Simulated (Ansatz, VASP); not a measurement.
# Two plane-wave programs on Cs

The input INCAR:

```
PREC     = Accurate       # precision mode
ENCUT    = 520            # plane-wave cutoff, eV
EDIFF    = 1E-7           # SCF threshold, eV
ISMEAR   = 0              # smearing method
SIGMA    = 0.15           # smearing width, eV
LREAL    = F              # projectors in reciprocal space
LASPH    = T              # aspherical terms in the spheres
NELM     = 100            # most SCF steps
ALGO     = Fast           # electronic algorithm
ISIF     = 2              # what is computed and relaxed
LWAVE    = F              # write WAVECAR
LCHARG   = F              # write CHGCAR
GGA      = PE             # functional
NBANDS   = 10             # bands
```

The input KPOINTS:

```
Automatic mesh
0
Gamma
  12 12 12
```

File POSCAR:

```
Cs
1.0
   -2.9884968750      3.0225000000      2.9884968750
    3.0565031250     -3.0225000000      3.0565031250
    2.9884968750      3.0225000000     -2.9884968750
Cs
1
Direct
    0.0000000000      0.0000000000      0.0000000000
```

Input for Ansatz:

```yaml
crystal:
  lattice:
    - [-2.988496875, 3.0225, 2.988496875]
    - [3.056503125, -3.0225, 3.056503125]
    - [2.988496875, 3.0225, -2.988496875]
  atoms:
    - { symbol: Cs, position: [0.0, 0.0, 0.0] }
basis:
  ecutwfc: 420
kpoints:
  mp_grid: { grid: [12, 12, 12] }
hamiltonian:
  xc: pbe
scf:
  occupations: { method: gaussian, width: 0.15 }
output:
  forces: true
  stress: true
  eigenvalues: true
```

Change from the starting cell: strain +0.0225 x Voigt [0, 0, 0, 0, 1, 0], atoms carried along.

Alike in both runs: task single point; functional PBE; k mesh 12 × 12 × 12; occupations gaussian, width 0.15 eV; no spin polarisation.

|  | VASP | Ansatz |
| --- | --- | --- |
| version | VASP 6.6.1 | Ansatz 0.2.0 |
| potentials or method | VASP PAW PBE potentials, release 64 (Cs_sv), cutoff 520 eV | scalar-relativistic, plane waves, PAW |
| valence electrons in the cell | 9 | 9 |

|  | VASP | Ansatz | Ansatz less VASP |
| --- | --- | --- | --- |
| gap on the k mesh at the Fermi level (eV) | none | none | - |
| pressure (GPa) | 0.1 | 0.1 | +0.01 |

A gap of «none» marks a metal or a gap that the smearing closes.

Neither program's run includes spin-orbit coupling.
